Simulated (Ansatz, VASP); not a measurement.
**One calculation of Co, two programs**

File INCAR:

```
SYSTEM = Co
PREC     = Accurate       ! precision mode
ENCUT    = 520            ! plane-wave cutoff, eV
EDIFF    = 1E-7           ! SCF threshold, eV
ISMEAR   = 0              ! smearing method
SIGMA    = 0.15           ! smearing width, eV
LREAL    = .FALSE.        ! projectors in reciprocal space
LASPH    = .TRUE.         ! aspherical terms in the spheres
NELM     = 150            ! most SCF steps
ALGO     = Normal         ! electronic algorithm
ISIF     = 2              ! what is computed and relaxed
LWAVE    = .FALSE.        ! write WAVECAR
LCHARG   = .FALSE.        ! write CHGCAR
ISPIN    = 2              ! spin polarisation
MAGMOM   = 1.86 1.88 1.86 1.88 ! initial moments
LORBIT   = 11             ! projections on sites
LMAXMIX  = 4              ! l up to which the mixer works
GGA      = PE             ! functional
NBANDS   = 30             ! bands
```

The input KPOINTS:

```
regular mesh
0
G
  24 24 8
  0 0 0
```

POSCAR

```
Co
1.0
    2.4136811118      0.0000000000      0.0000000000
   -1.2068405559      2.0903091594      0.0000000000
    0.0000000000      0.0000000000      8.6242572082
Co
4
Direct
    0.0000000000      0.0000000000      0.0000000000
    0.3333333333      0.6666666667      0.2500000000
    0.0000000000      0.0000000000      0.5000000000
    0.6666666667      0.3333333333      0.7500000000
```

Input for Ansatz:

```yaml
crystal:
  lattice:
    - [2.4136811118, 0.0, 0.0]
    - [-1.2068405559, 2.0903091594, 0.0]
    - [0.0, 0.0, 8.6242572082]
  atoms:
    - { symbol: Co, position: [0.0, 0.0, 0.0], spin: 1.86 }
    - { symbol: Co, position: [0.3333333333, 0.6666666667, 0.25], spin: 1.88 }
    - { symbol: Co, position: [0.0, 0.0, 0.5], spin: 1.86 }
    - { symbol: Co, position: [0.6666666667, 0.3333333333, 0.75], spin: 1.88 }
basis:
  ecutwfc: 420
kpoints:
  mp_grid: { grid: [24, 24, 8] }
hamiltonian:
  xc: pbe
scf:
  occupations: { method: gaussian, width: 0.15 }
output:
  forces: true
  stress: true
  eigenvalues: true
  populations: true
magnetization:
  spin_polarized: true
```

Alike in both runs: task single point; functional PBE; k mesh 24 × 24 × 8; occupations gaussian, width 0.15 eV; collinear spin.

```csv
,VASP,Ansatz
version,VASP 6.6.1,Ansatz 0.2.0
potentials or method,"VASP PAW PBE potentials, release 64 (Co), cutoff 520 eV","scalar-relativistic, plane waves, PAW"
valence electrons in the cell,36,68
```

VASP gave:

| Quantity | Value |
| --- | --- |
| gap on the k mesh at the Fermi level (eV) | none |
| pressure (GPa) | 2.0 |
| traceless stress, the component that is largest in VASP (GPa) | -18.60 |
| net moment per atom (μB) | 1.64 |
| size of the moment on the site where the two differ most (μB) | 1.66 |

**Question.** Estimate Ansatz's values.

**Answer.** gap on the k mesh at the Fermi level (eV): none; pressure (GPa): 2.8; traceless stress, the component that is largest in VASP (GPa): -19.13; net moment per atom (μB): 1.65; size of the moment on the site where the two differ most (μB): 1.73.

Site moments also hang on the region over which each program counts them. A gap of «none» marks a metal or a gap that the smearing closes. The functional is the same, so the differences come from potentials, cutoffs and numerics. VASP's potentials hold 36 valence electrons a cell and Ansatz's 68, so a difference there can come from the potentials and not from the codes.
